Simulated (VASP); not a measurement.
# V (Im-3m) in VASP: a series of runs, part 2 of 2

VASP 6.6.1. The steps go on from the part before.

### 3 Single point, BLYP+D3(BJ), collinear spin, ferromagnetic start

This run uses another cell than the first one, of 12.32 Å³/atom.

File INCAR:

```
  PREC = Accurate
  ENCUT = 520
  EDIFF = 1E-6
  ISMEAR = -1
  SIGMA = 0.05
  LREAL = F
  LASPH = T
  NELM = 150
  ALGO = Normal
  ISIF = 2
  LWAVE = F
  LCHARG = F
  ISPIN = 2
  MAGMOM = 2
  LORBIT = 11
  LMAXMIX = 4
  GGA = B5
  ALDAX = 1.0
  AGGAX = 1.0
  AGGAC = 1.0
  ALDAC = 0.0
  IVDW = 12
  VDW_S6 = 1.0
  VDW_S8 = 2.6996
  VDW_A1 = 0.4298
  VDW_A2 = 4.2359
  NBANDS = 16
```

File KPOINTS:

```
Automatic mesh
0
Gamma
  12 12 12
```

File POSCAR:

```
V
1.0
   -1.4548458969      1.4548458969      1.4548458969
    1.4548458969     -1.4548458969      1.4548458969
    1.4548458969      1.4548458969     -1.4548458969
V
1
Direct
    0.0000000000      0.0000000000      0.0000000000
```

Potentials or basis: VASP PAW PBE potentials, release 64 (V_sv).

Run with:

```bash
$ cat potpaw_PBE.64/V_sv/POTCAR > POTCAR
$ mpirun -np 1 vasp_std > vasp.out
```

OUTCAR:

```text
PREC = Accurate
   ENCUT = 520
   EDIFF = 1E-6
   ISMEAR = -1
   LREAL = F
   LASPH = T
   NELM = 150
   ISIF = 2
   ISPIN = 2
   LORBIT = 11
   GGA = B5
   IVDW = 12
 IVDW          = 12

 ion  position               nearest neighbor table
   1  0.000  0.000  0.000-

  LATTYP: Found a body centered cubic cell.
 ALAT       =     2.9096917938

  Lattice vectors:

 A1 = (  -1.4548458969,   1.4548458969,   1.4548458969)
[... 1125 lines left out ...]
  --------------------------------------------------------------------------------------
  -------------------------------------------------------------------------------------
  Total       0.03185     0.03185     0.03185    -0.00000    -0.00000    -0.00000
  in kB       4.14346     4.14346     4.14346    -0.00000    -0.00000    -0.00000
  external pressure =        4.14 kB  Pullay stress =        0.00 kB

 VOLUME and BASIS-vectors are now :
 -----------------------------------------------------------------------------
  energy-cutoff  :      520.00
  volume of cell :       12.32
      direct lattice vectors                 reciprocal lattice vectors
    -1.454845897  1.454845897  1.454845897     0.000000000  0.343679012  0.343679012
     1.454845897 -1.454845897  1.454845897     0.343679012  0.000000000  0.343679012
     1.454845897  1.454845897 -1.454845897     0.343679012  0.343679012  0.000000000

 POSITION                                       TOTAL-FORCE (eV/Angst)
 -----------------------------------------------------------------------------------
      0.00000      0.00000      0.00000         0.000000     -0.000000      0.000000
 -----------------------------------------------------------------------------------
    total drift:                                0.000000     -0.000000      0.000000

  FREE ENERGIE OF THE ION-ELECTRON SYSTEM (eV)
  ---------------------------------------------------
  free  energy   TOTEN  =        -9.4915546604 eV

  energy  without entropy=       -9.4777845764  energy(sigma->0) =       -9.48466962

 total charge

# of ion       s       p       d       tot
------------------------------------------
    1        2.370   6.233   3.277  11.880

 magnetization (x)

# of ion       s       p       d       tot
------------------------------------------
    1        0.000   0.000   0.001   0.001
```

OSZICAR:

```text
N       E                     dE             d eps       ncg     rms          rms(c)
DAV:   1     0.931397624647E+02    0.93140E+02   -0.65687E+03  4672   0.906E+02
DAV:   2    -0.665529268793E+01   -0.99795E+02   -0.95582E+02  5096   0.270E+02
DAV:   3    -0.815781924524E+01   -0.15025E+01   -0.15010E+01  5176   0.361E+01
DAV:   4    -0.816303484710E+01   -0.52156E-02   -0.52155E-02  5464   0.223E+00
DAV:   5    -0.816307513078E+01   -0.40284E-04   -0.40285E-04  5224   0.183E-01    0.214E+01
DAV:   6    -0.772225708035E+01    0.44082E+00   -0.11707E+00  4728   0.177E+01    0.439E+00
DAV:   7    -0.773127497702E+01   -0.90179E-02   -0.90172E-02  5136   0.297E+00    0.303E+00
DAV:   8    -0.773923362920E+01   -0.79587E-02   -0.46238E-03  4832   0.838E-01    0.112E+00
DAV:   9    -0.773744791225E+01    0.17857E-02   -0.23735E-03  5128   0.558E-01    0.358E-01
DAV:  10    -0.773781926314E+01   -0.37135E-03   -0.60446E-04  5112   0.252E-01    0.450E-02
DAV:  11    -0.773784117890E+01   -0.21916E-04   -0.28193E-05  5088   0.548E-02    0.306E-02
DAV:  12    -0.773784834749E+01   -0.71686E-05   -0.11658E-05  4920   0.320E-02    0.918E-03
DAV:  13    -0.773784917826E+01   -0.83077E-06   -0.36797E-07  3424   0.519E-03
   1 F= -.94915547E+01 E0= -.94846696E+01  d E =-.137701E-01  mag=     0.0003
```

Wall time 30 s (1 thread of Intel Xeon 8259CL, shared host); peak memory 0.16 GiB.

Results:

```
Free energy                                           : -9.4916 eV
Pressure                                              : 0.4 GPa
Net moment                                            : 0.00 μB per cell
Valence electrons inside the program's atomic spheres : V 11.88
Dispersion energy per atom                            : -1.754 eV
```

Caveat: the PAW data sets were made with another functional, which shifts forces and pressure a little.

### 4 Single point, PBE+D4, collinear spin, ferromagnetic start

This run uses another cell than the first one, of 13.17 Å³/atom.

File INCAR:

```
SYSTEM = V
ALGO = Normal
EDIFF = 1E-6
ENCUT = 520
GGA = PE
ISIF = 2
ISMEAR = -1
ISPIN = 2
IVDW = 13
LASPH = .True.
LCHARG = .False.
LMAXMIX = 4
LORBIT = 11
LREAL = .False.
LWAVE = .False.
MAGMOM = 2
NBANDS = 16
NELM = 150
PREC = Accurate
SIGMA = 0.05
```

File KPOINTS:

```
k-points
0
Gamma
  12 12 12
  0 0 0
```

File POSCAR:

```
V
1.0
   -1.4878593526      1.4878593526      1.4878593526
    1.4878593526     -1.4878593526      1.4878593526
    1.4878593526      1.4878593526     -1.4878593526
V
1
Direct
    0.0000000000      0.0000000000      0.0000000000
```

Run with:

```bash
$ cat potpaw_PBE.64/V_sv/POTCAR > POTCAR
$ mpirun -np 1 vasp_std > vasp.out
```

Run time: 34 s. Hardware: 1 thread of Intel Xeon 8259CL, shared host; peak memory 0.14 GiB.

The run converged. Its results:

```
Free energy                                           : -9.3246 eV
Pressure                                              : 0.3 GPa
Net moment                                            : 0.00 μB per cell
Valence electrons inside the program's atomic spheres : V 11.69
Dispersion energy per atom                            : -0.335 eV
```

Levels at points of the mesh, in eV from the Fermi level:
Spin up:
| k point | band 4 | band 5 | band 6 | band 7 | band 8 | band 9 |
| --- | --- | --- | --- | --- | --- | --- |
| (0.00, 0.00, 0.00) | -36.94 | -6.63 | 0.43 | 0.43 | 0.43 | 2.49 |
| (0.50, 0.00, 0.00) | -36.95 | -3.24 | -1.16 | 1.73 | 2.50 | 2.87 |
| (0.50, 0.50, 0.50) | -37.60 | -3.09 | -3.09 | 3.84 | 3.84 | 3.84 |
Spin down:
```csv
k point,band 3,band 4,band 5,band 6,band 7,band 8,band 9,band 10
"(0.00, 0.00, 0.00)",-36.94,-36.94,-6.63,0.43,0.43,0.43,2.49,2.49
"(0.50, 0.00, 0.00)",-37.24,-36.95,-3.24,-1.16,1.73,2.50,2.87,4.25
"(0.50, 0.50, 0.50)",-37.60,-37.60,-3.09,-3.09,3.84,3.84,3.84,10.42
```

### 5 Overview

| task | level | cell | k mesh | cutoff (eV) | grid for exact exchange (PRECFOCK) | share of exact exchange | screening parameter | gap on the mesh (eV) | pressure (GPa) | moment (μB) |
| --- | --- | --- | --- | --- | --- | --- | --- | --- | --- | --- |
| relaxation of cell and atoms | PBE-based screened hybrid with 25 % exact exchange | relaxed from a = 2.623 Å, angles 109.5°, 1 atom | 6 × 6 × 6 | 600 | Normal | 0.25 | 0.3 1/Å | none | 0.1 | 0.78 |
| single point | BLYP+D3(BJ) | a = 2.520 Å, angles 109.5°, 1 atom | 12 × 12 × 12 | 520 | - | - | - | none | 0.4 | 0.00 |
| single point | PBE+D4 | a = 2.577 Å, angles 109.5°, 1 atom | 12 × 12 × 12 | 520 | - | - | - | none | 0.3 | 0.00 |

Alike in all rows: potentials or basis VASP PAW PBE potentials, release 64 (V_sv); spin collinear, ferromagnetic start; smearing fermi-dirac 0.05 eV.

Caveats: some runs use coarse meshes; the PAW data sets were made with another functional, which shifts forces and pressure a little (at least some runs).

Absolute energies hang on the potentials; compare differences alone.
